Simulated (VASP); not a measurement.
# Ca4PbN4 (P-1) in VASP: electric field gradients with PBE

Aim: the electric field gradients of Ca4PbN4 with PBE.

Program: VASP 6.6.1. These are calculated values, not measurements. Logs are shortened: lines on timing, memory, paths and dates and some standing lists are left out, and cuts for length are marked.

## Step 1: The cell of the first run

The typed cell holds 18 atoms: a = 6.196 Å, b = 6.222 Å, c = 9.337 Å, α = 71.66°, β = 85.00°, γ = 68.73°.

## Step 2: Electric field gradients, PBE

File INCAR:

```
SYSTEM = Ca4PbN4
  PREC = Accurate
  ENCUT = 520
  EDIFF = 1E-8
  ISMEAR = -1
  SIGMA = 0.02
  LREAL = Auto
  LASPH = .TRUE.
  NELM = 100
  ALGO = Normal
  ISIF = 2
  LWAVE = .FALSE.
  LCHARG = .FALSE.
  GGA = PE
  LEFG = .TRUE.
  NBANDS = 89
```

File KPOINTS:

```
Automatic mesh
0
G
  5 5 3
  0 0 0
```

File POSCAR:

```
Ca4PbN4
1.0
    6.1955028088      0.0000000000      0.0000000000
    2.2573884319      5.7984793689      0.0000000000
    0.8136634769      2.8363062882      8.8586381668
Ca Pb N
8 2 8
Direct
    0.2713870000      0.1748470000      0.2028880000
    0.7286130000      0.8251530000      0.7971120000
    0.2512940000      0.7527370000      0.9974200000
    0.7487060000      0.2472630000      0.0025800000
    0.2607750000      0.9439380000      0.5773280000
    0.7392250000      0.0560620000      0.4226720000
    0.7458870000      0.4709770000      0.5885480000
    0.2541130000      0.5290230000      0.4114520000
    0.2765660000      0.3913930000      0.7690520000
    0.7234340000      0.6086070000      0.2309480000
    0.0009820000      0.7027630000      0.6058000000
    0.9990180000      0.2972370000      0.3942000000
    0.1500670000      0.1739970000      0.9637410000
    0.8499330000      0.8260030000      0.0362590000
    0.4985860000      0.5963210000      0.8019210000
    0.5014140000      0.4036790000      0.1980790000
    0.4960970000      0.8030920000      0.3883680000
    0.5039030000      0.1969080000      0.6116320000
```

Potentials or basis: VASP PAW PBE potentials, release 64 (Ca_sv, Pb_d, N).

The run is started by

```console
cat potpaw_PBE.64/Ca_sv/POTCAR potpaw_PBE.64/Pb_d/POTCAR potpaw_PBE.64/N/POTCAR > POTCAR
mpirun -np 1 vasp_std > vasp.out
```

OUTCAR:

```text
SYSTEM = Ca4PbN4
   PREC = Accurate
   ENCUT = 520
   EDIFF = 1E-8
   ISMEAR = -1
   LREAL = Auto
   LASPH = .TRUE.
   NELM = 100
   ISIF = 2
   GGA = PE

 ion  position               nearest neighbor table
   1  0.271  0.175  0.203-  16 2.34  17 2.42  13 2.42  12 2.45  10 3.54  10 3.57
   2  0.729  0.825  0.797-  15 2.34  18 2.42  14 2.42  11 2.45   9 3.54   9 3.57
   3  0.251  0.753  0.997-  14 2.38  13 2.38  16 2.48  10 3.48   9 3.51
   4  0.749  0.247  0.003-  13 2.38  14 2.38  15 2.48   9 3.48  10 3.51
   5  0.261  0.944  0.577-  17 2.37  12 2.43   9 3.31
   6  0.739  0.056  0.423-  18 2.37  11 2.43  10 3.31
   7  0.746  0.471  0.589-  17 2.43  10 3.18   9 3.35   9 3.63
   8  0.254  0.529  0.411-  18 2.43   9 3.18  10 3.35  10 3.63
   9  0.277  0.391  0.769-  13 2.17  18 2.27  11 2.28  15 2.28   8 3.18   5 3.31   7 3.35   4 3.48
                             3 3.51   2 3.54   2 3.57   7 3.63
  10  0.723  0.609  0.231-  14 2.17  17 2.27  12 2.28  16 2.28   7 3.18   6 3.31   8 3.35   3 3.48
                             4 3.51   1 3.54   1 3.57   8 3.63
  11  0.001  0.703  0.606-   9 2.28   6 2.43   2 2.45
  12  0.999  0.297  0.394-  10 2.28   5 2.43   1 2.45
  13  0.150  0.174  0.964-   9 2.17   4 2.38   3 2.38   1 2.42
  14  0.850  0.826  0.036-  10 2.17   3 2.38   4 2.38   2 2.42
  15  0.499  0.596  0.802-   9 2.28   2 2.34   4 2.48
  16  0.501  0.404  0.198-  10 2.28   1 2.34   3 2.48
  17  0.496  0.803  0.388-  10 2.27   5 2.37   1 2.42   7 2.43
  18  0.504  0.197  0.612-   9 2.27   6 2.37   2 2.42   8 2.43

  LATTYP: Found a triclinic cell.
 ALAT       =    16.9571933646
 B/A-ratio  =     0.4133560572
 C/A-ratio  =     1.5717863299
 COS(alpha) =     0.0129495011
 COS(beta)  =     0.6823682458
 COS(gamma) =     0.7328476999

  Lattice vectors:

 A1 = (   0.8670624681, -14.4332650260,  -8.8586381668)
 A2 = (   3.9381143769,  -5.7984793689,   0.0000000000)
 A3 = ( -16.2757210033, -11.4710919453, -17.7172763336)

Analysis of symmetry for initial positions (statically):
=====================================================================
 Subroutine PRICEL returns:
 Original cell was already a primitive cell.

 Routine SETGRP: Setting up the symmetry group for a
 triclinic supercell.

 Subroutine GETGRP returns: Found  2 space group operations
 (whereof  2 operations were pure point group operations)
 out of a pool of  2 trial point group operations.

The static configuration has the point symmetry S_2 .

Analysis of symmetry for dynamics (positions and initial velocities):
=====================================================================
 Subroutine PRICEL returns:
 Original cell was already a primitive cell.

 Routine SETGRP: Setting up the symmetry group for a
 triclinic supercell.

 Subroutine GETGRP returns: Found  2 space group operations
 (whereof  2 operations were pure point group operations)
 out of a pool of  2 trial point group operations.

The dynamic configuration has the point symmetry S_2 .

 Subroutine INISYM returns: Found  2 space group operations
 (whereof  2 operations are pure point group operations),
 and found     1 'primitive' translations

----------------------------------------------------------------------------------------

                                     Primitive cell

  volume of cell :     318.2421

  direct lattice vectors                    reciprocal lattice vectors
     6.195502809  0.000000000  0.000000000     0.161407400 -0.062837026  0.005293561
     2.257388432  5.798479369  0.000000000     0.000000000  0.172459008 -0.055216904
     0.813663477  2.836306288  8.858638167     0.000000000  0.000000000  0.112884168

  length of vectors
     6.195502809  6.222392267  9.337138308     0.173288379  0.181082898  0.112884168

  position of ions in fractional coordinates (direct lattice)
     0.271387000  0.174847000  0.202888000
     0.728613000  0.825153000  0.797112000
     0.251294000  0.752737000  0.997420000
     0.748706000  0.247263000  0.002580000
     0.260775000  0.943938000  0.577328000
     0.739225000  0.056062000  0.422672000
[... 10 lines left out ...]
     0.496097000  0.803092000  0.388368000
     0.503903000  0.196908000  0.611632000

  ion indices of the primitive-cell ions
   primitive index   ion index
                 1           1
                 2           2
                 3           3
                 4           4
[... 69 lines left out ...]
   number of dos      NEDOS =    301   number of ions     NIONS =     18
   total plane-waves  NPLWV = 161280
   dimension x,y,z NGX =    48 NGY =   48 NGZ =   70
   dimension x,y,z NGXF=    96 NGYF=   96 NGZF=  140
   ions per type =               8   2   8
   NGX,Y,Z   is equivalent  to a cutoff of  12.88, 12.82, 12.46 a.u.
   NGXF,Y,Z  is equivalent  to a cutoff of  25.76, 25.65, 24.93 a.u.
 SYSTEM =  Ca4PbN4
   PREC   = accura    normal or accurate (medium, high low for compatibility)
   ISTART =      0    job   : 0-new  1-cont  2-samecut
   ICHARG =      2    charge: 1-file 2-atom 10-const
   ISPIN  =      1    spin polarized calculation?
   LNONCOLLINEAR =      F non collinear calculations
   LSORBIT =      F    spin-orbit coupling
   LASPH  =      T    aspherical Exc in radial PAW
   ENCUT  =  520.0 eV  38.22 Ry    6.18 a.u.  11.52 11.57 17.36*2*pi/ulx,y,z
   NELM   =    100;   NELMIN=  2; NELMDL= -5     # of ELM steps
   EDIFF  = 0.1E-07   stopping-criterion for ELM
   LREAL  =      T    real-space projection
   EDIFFG = 0.1E-06   stopping-criterion for IOM
   NSW    =      0    number of steps for IOM
   IBRION =     -1    ionic relax: 0-MD 1-quasi-New 2-CG
   NFREE  =      0    steps in history (QN), initial steepest desc. (CG)
   ISIF   =      2    stress and relaxation
   ISYM   =      2    0-nonsym 1-usesym 2-fastsym
   POTIM  = 0.5000    time-step for ionic-motion
   TEBEG  =    0.0;   TEEND  =   0.0 temperature during run
   PSTRESS=    0.0 pullay stress
   NELECT =     148.0000    total number of electrons
   NUPDOWN=      -1.0000    fix difference up-down
   EMIN   =  10.00;   EMAX   =-10.00  energy-range for DOS
   EFERMI =   0.00;   METHOD = LEGACY
   ISMEAR =    -1;   SIGMA  =   0.02  broadening in eV -4-tet -1-fermi 0-gaus
   EFERMI_NEDOS =   21; number of points for ismear=-14 and -15
   IALGO  =     38    algorithm
   IMIX   =      4    mixing-type and parameters
     AMIX     =   0.40;   BMIX     =  1.00
     AMIX_MAG =   1.60;   BMIX_MAG =  1.00
  volume/ion in A,a.u.               =      17.68       119.31
  Fermi-wavevector in a.u.,A,eV,Ry     =   1.268361  2.396855 21.888229  1.608739
  Thomas-Fermi vector in A             =   2.401460
   LORBIT       =      0    0 simple, 1 ext, 2 COOP (PROOUT), +10 PAW based schemes
   GGA     = PE    functional components
   LHFCALC =     F    Hartree Fock is set to
   AEXX    =    0.0000 exact exchange contribution
   IVDW    =     0    specifies the selected vdW correction
   LEPSILON=     F    determine dielectric tensor
   LRPA    =     F    only Hartree local field effects (RPA)
 non-spin polarized calculation
  energy-cutoff  :      520.00
  volume of cell :      318.24
 maximum number of plane-waves:      8597
 NGX is ok and might be reduce to    48
   NGX = 23   NGY = 23   NGZ = 35

 number of electron     148.0000000 magnetization

 Free energy of the ion-electron system (eV)
  ---------------------------------------------------
  ext. energy  EPLUGINS =         0.00000000
  ---------------------------------------------------
  free energy    TOTEN  =       -98.72271574 eV

  energy without entropy =      -98.72271574  energy(sigma->0) =      -98.72271574

 E-fermi :   3.7758     XC(G=0):  -9.8326

 val. band max:        3.3274106174   @ k =   0.0000   0.2000   0.3333
 cond. band min:       4.1633203224   @ k =   0.0000   0.0000   0.0000
 fundamental gap:      0.8359097050
 Fermi energy:         3.7758076468

 k-point     1 :       0.0000    0.0000    0.0000
  band No.  band energies     occupation
      1     -35.4873      2.00000
      2     -35.4688      2.00000
      3     -35.4588      2.00000
      4     -35.4190      2.00000
      5     -35.4127      2.00000
      6     -35.4091      2.00000
[... 2125 lines left out ...]
     85       7.6175      0.00000
     86       7.7721      0.00000

 [... further k-points ...]

 [bands above 86 left out]

------------------------ aborting loop because EDIFF is reached ----------------------------------------

  FORCE on cell =-STRESS in cart. coord.  units (eV):
  Direction    XX          YY          ZZ          XY          YZ          ZX
  --------------------------------------------------------------------------------------
  -------------------------------------------------------------------------------------
  Total       -0.0108920      0.0845715      0.0980686     -0.0690577      0.0339439      0.0237534
  in kB       -0.0548351      0.4257721      0.4937225     -0.3476685      0.1708892      0.1195856
  external PRESSURE =       0.2882198 kB  Pullay stress =       0.0000000 kB

 VOLUME and BASIS-vectors are now :
 -----------------------------------------------------------------------------
  energy-cutoff  :      520.00
  volume of cell :      318.24
      direct lattice vectors                 reciprocal lattice vectors
     6.195502809  0.000000000  0.000000000     0.161407400 -0.062837026  0.005293561
     2.257388432  5.798479369  0.000000000     0.000000000  0.172459008 -0.055216904
     0.813663477  2.836306288  8.858638167     0.000000000  0.000000000  0.112884168

 POSITION                                       TOTAL-FORCE (eV/Angst)
 -----------------------------------------------------------------------------------
      2.24116      1.58930      1.79731        -0.006374     -0.004820     -0.002953
      7.02540      7.04549      7.06133         0.006374      0.004820      0.002953
      4.06768      7.19372      8.83578        -0.007986      0.012672     -0.000059
      5.19888      1.44107      0.02286         0.007986     -0.012672      0.000059
      4.21622      7.11088      5.11434        -0.000655     -0.001820      0.000048
      5.05034      1.52390      3.74430         0.000655      0.001820     -0.000048
[... 10 lines left out ...]
      5.20246      5.75824      3.44041         0.000431      0.003417     -0.012377
      4.06409      2.87654      5.41823        -0.000431     -0.003417      0.012377
 -----------------------------------------------------------------------------------
    total drift:                                0.000000     -0.000000     -0.000000

  FREE ENERGIE OF THE ION-ELECTRON SYSTEM (eV)
  ---------------------------------------------------
  free  energy   TOTEN  =       -98.7227157427 eV

  energy  without entropy=      -98.7227157426  energy(sigma->0) =      -98.72271574

 Electric field gradients (V/A^2)
---------------------------------------------------------------------
 ion       V_xx      V_yy      V_zz      V_xy      V_xz      V_yz
---------------------------------------------------------------------
   1      15.389    14.666   -30.055    -3.056   -14.193    -7.938
   2      15.389    14.666   -30.055    -3.056   -14.193    -7.938
   3       5.522   -26.500    20.979    36.559    18.096    11.189
   4       5.522   -26.500    20.979    36.559    18.096    11.189
   5     -10.762     3.877     6.884   -14.362   -15.740    26.447
   6     -10.762     3.877     6.884   -14.362   -15.740    26.447
[... 10 lines left out ...]
  17      -6.111     1.739     4.372   -18.784   -20.391    42.730
  18      -6.111     1.739     4.372   -18.784   -20.391    42.730
---------------------------------------------------------------------

 Electric field gradients after diagonalization (V/A^2)
 (convention: |V_zz| > |V_xx| > |V_yy|)
----------------------------------------------------------------------
 ion       V_xx      V_yy      V_zz     asymmetry (V_yy - V_xx)/ V_zz
----------------------------------------------------------------------
   1      19.614    15.939   -35.553       0.103
   2      19.614    15.939   -35.553       0.103
   3      46.886     3.520   -50.405       0.860
   4      46.886     3.520   -50.405       0.860
   5     -21.182   -19.510    40.692       0.041
   6     -21.182   -19.510    40.692       0.041
[... 10 lines left out ...]
  17     -39.716   -18.106    57.821       0.374
  18     -39.716   -18.106    57.821       0.374
----------------------------------------------------------------------

           NMR quadrupolar parameters

 Cq : quadrupolar parameter    Cq=e*Q*V_zz/h
 eta: asymmetry parameters     (V_yy - V_xx)/ V_zz
 Q  : nuclear electric quadrupole moment in mb (millibarn)
----------------------------------------------------------------------
 ion       Cq(MHz)       eta       Q (mb)
----------------------------------------------------------------------
   1      -0.086       0.103       1.000
   2      -0.086       0.103       1.000
   3      -0.122       0.860       1.000
   4      -0.122       0.860       1.000
   5       0.098       0.041       1.000
   6       0.098       0.041       1.000
[... 10 lines left out ...]
  17       0.140       0.374       1.000
  18       0.140       0.374       1.000
----------------------------------------------------------------------
```

It took 27 min on 1 thread of Intel Xeon 6975P-C (Granite Rapids), shared host; peak memory 0.82 GiB.

Results:

* Free energy: -98.7227 eV
* Pressure: 0.0 GPa
* Largest force: 0.015 eV/Å
* Band gap on the k mesh: 0.84 eV, indirect (least direct gap 0.84 eV)

Forces on the atoms (eV/Å):
```
Ca  -0.006 -0.005 -0.003
Ca   0.006  0.005  0.003
Ca  -0.008  0.013  0.000
Ca   0.008 -0.013  0.000
Ca  -0.001 -0.002  0.000
Ca   0.001  0.002  0.000
Ca  -0.002 -0.002 -0.002
Ca   0.002  0.002  0.002
Pb  -0.005  0.004 -0.001
Pb   0.005 -0.004  0.001
N    0.001  0.001  0.007
N   -0.001 -0.001 -0.007
N    0.000 -0.002 -0.007
N    0.000  0.002  0.007
N   -0.006  0.001  0.005
N    0.006 -0.001 -0.005
N    0.000  0.003 -0.012
N    0.000 -0.003  0.012
```

Electric field gradients, principal values (V/Å²):
```tsv
atom	least	middle	greatest (by size)
1 Ca	15.939	19.614	-35.553
2 Ca	15.939	19.614	-35.553
3 Ca	3.520	46.886	-50.405
4 Ca	3.520	46.886	-50.405
5 Ca	-19.510	-21.182	40.692
6 Ca	-19.510	-21.182	40.692
7 Ca	-19.204	-23.474	42.679
8 Ca	-19.204	-23.474	42.679
9 Pb	80.082	90.033	-170.115
10 Pb	80.082	90.033	-170.115
11 N	-23.390	-38.075	61.465
12 N	-23.390	-38.075	61.465
13 N	-35.295	-42.552	77.847
14 N	-35.295	-42.552	77.847
15 N	-19.355	-37.700	57.055
16 N	-19.355	-37.700	57.055
17 N	-18.106	-39.716	57.821
18 N	-18.106	-39.716	57.821
```

Caveat: without QUAD_EFG the Cq values of the log hold for a quadrupole moment of 1 mb, not for the nuclei; spin-orbit coupling is left out, which moves the levels of the heavy elements.
